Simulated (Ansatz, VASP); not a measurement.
# One calculation of Bi2Te3, two programs

```
CELL_PARAMETERS angstrom
2.20850 1.27508 9.94667
-2.20850 1.27508 9.94667
0.00000 -2.55016 9.94667
ATOMIC_POSITIONS crystal
Bi 0.18800 0.18800 0.18800
Bi 0.59800 0.59800 0.59800
Te 0.38900 0.38900 0.38900
Te 0.80000 0.80000 0.80000
Te 0.00000 0.00000 0.00000
```

Alike in both runs: task single point; functional PBEsol; dispersion D3(BJ); k mesh 6 × 6 × 6; occupations fermi-dirac, width 0.05 eV; no spin polarisation.

|  | VASP | Ansatz |
| --- | --- | --- |
| version | VASP 6.6.1 | Ansatz 0.2.0 |
| potentials or method | VASP PAW PBE potentials, release 64 (Bi_d, Te), cutoff 520 eV | plane waves, PAW |
| valence electrons in the cell | 48 | 78 |

Ansatz gave:

* rms of the force components (eV/Å): 0.470

Q: Estimate VASP's values.

A: rms of the force components (eV/Å): 0.476.

VASP's potentials were made for PBE, not for PBEsol. Atom by atom the forces differ by 0.007 eV/Å (rms over components). VASP's potentials hold 48 valence electrons a cell and Ansatz's 78, so a difference there can come from the potentials and not from the codes.

Spin-orbit coupling is off throughout.
